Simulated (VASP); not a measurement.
# Na (P6_3/mmc) in VASP: single point with PBE

Aim: the single point of Na with PBE.

All numbers are computed with VASP 6.6.1; they aren't measurements. Logs are shortened: lines on timing, memory, paths and dates and some standing lists are left out, and cuts for length are marked.

## Step 1: The cell of the first run

Symmetry: P6_3/mmc, No. 194, hexagonal system. The conventional cell has a = 3.795 Å, b = 3.795 Å, c = 6.103 Å, α = 90.00°, β = 90.00°, γ = 120.00°. Within 4.9 Å of Na (site symmetry -6m2) lie 12 Na at 3.76 to 3.79 Å.

## Step 2: Single point, PBE

Input file INCAR:

```
SYSTEM = Na
  ALGO = Normal
  EDIFF = 1E-6
  ENCUT = 520
  GGA = PE
  ISIF = 2
  ISMEAR = 0
  LASPH = .True.
  LCHARG = .False.
  LREAL = .False.
  LWAVE = .False.
  NBANDS = 14
  NELM = 100
  PREC = Accurate
  SIGMA = 0.15
```

Input file KPOINTS:

```
k-points
0
Gamma
  15 15 8
  0 0 0
```

Input file POSCAR:

```
Na
1.0
    3.7948041230      0.0000000000      0.0000000000
   -1.8974020615      3.2863967729      0.0000000000
    0.0000000000      0.0000000000      6.1030356778
Na
2
Direct
    0.3333333333      0.6666666667      0.2500000000
    0.6666666667      0.3333333333      0.7500000000
```

Potentials or basis: VASP PAW PBE potentials, release 64 (Na_pv).

On the command line:

```bash
cat potpaw_PBE.64/Na_pv/POTCAR > POTCAR
mpirun -np 1 vasp_std > vasp.out
```

OUTCAR:

```text
SYSTEM = Na
   EDIFF = 1E-6
   ENCUT = 520
   GGA = PE
   ISIF = 2
   ISMEAR = 0
   LASPH = .True.
   LREAL = .False.
   NELM = 100
   PREC = Accurate

 ion  position               nearest neighbor table
   1  0.333  0.667  0.250-
   2  0.667  0.333  0.750-

  LATTYP: Found a hexagonal cell.
 ALAT       =     3.7948041230
 C/A-ratio  =     1.6082610538

  Lattice vectors:

 A1 = (   3.7948041230,   0.0000000000,   0.0000000000)
 A2 = (  -1.8974020615,   3.2863967729,   0.0000000000)
 A3 = (   0.0000000000,   0.0000000000,   6.1030356778)

Analysis of symmetry for initial positions (statically):
=====================================================================
 Subroutine PRICEL returns:
 Original cell was already a primitive cell.

 Routine SETGRP: Setting up the symmetry group for a
 hexagonal supercell.

 Subroutine GETGRP returns: Found 24 space group operations
 (whereof 12 operations were pure point group operations)
 out of a pool of 24 trial point group operations.

The static configuration has the point symmetry D_3d.
 The point group associated with its full space group is D_6h.

Analysis of symmetry for dynamics (positions and initial velocities):
=====================================================================
 Subroutine PRICEL returns:
 Original cell was already a primitive cell.

 Routine SETGRP: Setting up the symmetry group for a
 hexagonal supercell.

 Subroutine GETGRP returns: Found 24 space group operations
 (whereof 12 operations were pure point group operations)
 out of a pool of 24 trial point group operations.

The dynamic configuration has the point symmetry D_3d.
 The point group associated with its full space group is D_6h.

 Subroutine INISYM returns: Found 24 space group operations
 (whereof 12 operations are pure point group operations),
 and found     1 'primitive' translations

----------------------------------------------------------------------------------------

                                     Primitive cell

  volume of cell :      76.1124

  direct lattice vectors                    reciprocal lattice vectors
     3.794804123  0.000000000  0.000000000     0.263518213  0.152142311  0.000000000
    -1.897402062  3.286396773  0.000000000     0.000000000  0.304284622  0.000000000
     0.000000000  0.000000000  6.103035678     0.000000000  0.000000000  0.163852884

  length of vectors
     3.794804123  3.794804123  6.103035678     0.304284622  0.304284622  0.163852884

[... 83 lines left out ...]
   NSW    =      0    number of steps for IOM
   IBRION =     -1    ionic relax: 0-MD 1-quasi-New 2-CG
   NFREE  =      0    steps in history (QN), initial steepest desc. (CG)
   ISIF   =      2    stress and relaxation
   ISYM   =      2    0-nonsym 1-usesym 2-fastsym
   POTIM  = 0.5000    time-step for ionic-motion
   TEBEG  =    0.0;   TEEND  =   0.0 temperature during run
   PSTRESS=    0.0 pullay stress
   NELECT =      14.0000    total number of electrons
   NUPDOWN=      -1.0000    fix difference up-down
   EMIN   =  10.00;   EMAX   =-10.00  energy-range for DOS
   EFERMI =   0.00;   METHOD = LEGACY
   ISMEAR =     0;   SIGMA  =   0.15  broadening in eV -4-tet -1-fermi 0-gaus
   EFERMI_NEDOS =   21; number of points for ismear=-14 and -15
   IALGO  =     38    algorithm
   IMIX   =      4    mixing-type and parameters
     AMIX     =   0.40;   BMIX     =  1.00
     AMIX_MAG =   1.60;   BMIX_MAG =  1.00
  volume/ion in A,a.u.               =      38.06       256.82
  Fermi-wavevector in a.u.,A,eV,Ry     =   0.931034  1.759400 11.793872  0.866825
  Thomas-Fermi vector in A             =   2.057485
   LORBIT       =      0    0 simple, 1 ext, 2 COOP (PROOUT), +10 PAW based schemes
   GGA     = PE    functional components
   LHFCALC =     F    Hartree Fock is set to
   AEXX    =    0.0000 exact exchange contribution
   IVDW    =     0    specifies the selected vdW correction
   LEPSILON=     F    determine dielectric tensor
   LRPA    =     F    only Hartree local field effects (RPA)
 non-spin polarized calculation
 Gauss-broadening in eV      SIGMA  =   0.15
  energy-cutoff  :      520.00
  volume of cell :       76.11
 maximum number of plane-waves:      2070
   NGX = 15   NGY = 15   NGZ = 23

 number of electron      14.0000007 magnetization

 Free energy of the ion-electron system (eV)
  ---------------------------------------------------
  ext. energy  EPLUGINS =         0.00000000
  ---------------------------------------------------
  free energy    TOTEN  =        -2.62596915 eV

  energy without entropy =       -2.61373044  energy(sigma->0) =       -2.61984980

 E-fermi :   0.2642     XC(G=0):  -6.4337

 val. band max:        0.2621370688   @ k =   0.2667   0.2667   0.2500
 cond. band min:       0.2666474203   @ k =   0.4000   0.0667   0.3750
 fundamental gap:      0.0045103515
 Fermi energy:         0.2642113268

 k-point     1 :       0.0000    0.0000    0.0000
  band No.  band energies     occupation
      1     -24.6962      2.00000
      2     -24.6679      2.00000
      3     -24.6679      2.00000
      4     -24.6631      2.00000
      5     -24.6630      2.00000
      6     -24.6630      2.00000
      7      -2.9701      2.00000
      8       0.8750      0.00000
      9       1.2784      0.00000
     10       9.9655      0.00000
     11       9.9655      0.00000
     12      10.2806      0.00000
     13      10.2806      0.00000
     14      10.5743      0.00000
[... 377 lines left out ...]
      1     -24.6884      2.00000
      2     -24.6833      2.00000
      3     -24.6797      2.00000
      4     -24.6790      2.00000
      5     -24.6731      2.00000
      6     -24.6722      2.00000
      7       0.8615      0.00000
      8       0.9720      0.00000
      9       3.4448      0.00000
     10       4.4791      0.00000
     11       4.5048      0.00000
     12       4.9460      0.00000
     13       5.9687      0.00000
     14       7.1061      0.00000

 [... further k-points ...]
[... 5 lines left out ...]
  --------------------------------------------------------------------------------------
  -------------------------------------------------------------------------------------
  Total       -0.1041113     -0.1041113     -0.0601060      0.0000000      0.0000000      0.0000000
  in kB       -2.1915586     -2.1915586     -1.2652411      0.0000000      0.0000000      0.0000000
  external PRESSURE =      -1.8827861 kB  Pullay stress =       0.0000000 kB

 VOLUME and BASIS-vectors are now :
 -----------------------------------------------------------------------------
  energy-cutoff  :      520.00
  volume of cell :       76.11
      direct lattice vectors                 reciprocal lattice vectors
     3.794804123  0.000000000  0.000000000     0.263518213  0.152142311  0.000000000
    -1.897402062  3.286396773  0.000000000     0.000000000  0.304284622  0.000000000
     0.000000000  0.000000000  6.103035678     0.000000000  0.000000000  0.163852884

 POSITION                                       TOTAL-FORCE (eV/Angst)
 -----------------------------------------------------------------------------------
     -0.00000      2.19093      1.52576        -0.000000      0.000000      0.000000
      1.89740      1.09547      4.57728         0.000000     -0.000000      0.000000
 -----------------------------------------------------------------------------------
    total drift:                               -0.000000      0.000000     -0.000000

  FREE ENERGIE OF THE ION-ELECTRON SYSTEM (eV)
  ---------------------------------------------------
  free  energy   TOTEN  =        -2.6259691527 eV

  energy  without entropy=       -2.6137304441  energy(sigma->0) =       -2.61984980
```

OSZICAR:

```text
N       E                     dE             d eps       ncg     rms          rms(c)
DAV:   1     0.100860343483E+03    0.10086E+03   -0.75923E+03  3780   0.953E+02
DAV:   2     0.135091344511E+01   -0.99509E+02   -0.98343E+02  3912   0.276E+02
DAV:   3    -0.257095354241E+01   -0.39219E+01   -0.39183E+01  4764   0.629E+01
DAV:   4    -0.262594794285E+01   -0.54994E-01   -0.54992E-01  4278   0.802E+00
DAV:   5    -0.262718140883E+01   -0.12335E-02   -0.12335E-02  4770   0.122E+00    0.284E-01
DAV:   6    -0.262648730726E+01    0.69410E-03   -0.10174E-03  4662   0.394E-01    0.191E-01
DAV:   7    -0.262598674961E+01    0.50056E-03   -0.18020E-03  5162   0.458E-01    0.227E-02
DAV:   8    -0.262596921685E+01    0.17533E-04   -0.13133E-04  4866   0.196E-01    0.420E-03
DAV:   9    -0.262596915267E+01    0.64173E-07   -0.23228E-06  3732   0.243E-02
   1 F= -.26259692E+01 E0= -.26198498E+01  d E =-.122387E-01
```

stdout:

```text
POSCAR found type information on POSCAR Na
 POSCAR found :  1 types and       2 ions
 scaLAPACK will be used
 LDA part: xc-table for (Slater+PW92), standard interpolation
 POSCAR, INCAR and KPOINTS ok, starting setup
 FFT: planning ... GRIDC
 FFT: planning ... GRID_SOFT
 FFT: planning ... GRID
 WAVECAR not read
 entering main loop
```

It took 26 s on 1 thread of Intel Xeon 6975P-C (Granite Rapids), shared host; peak memory 0.24 GiB.

Results:

| Item | Value |
| --- | --- |
| Free energy | -2.6260 eV |
| Pressure | -0.2 GPa |
| Band gap on the k mesh | zero (band 7 reaches 2.27 eV, above the bottom of band 8 at -1.94 eV) |

Stress tensor (GPa, compression positive):
```
-0.22  0.00  0.00
 0.00 -0.22  0.00
 0.00  0.00 -0.13
```
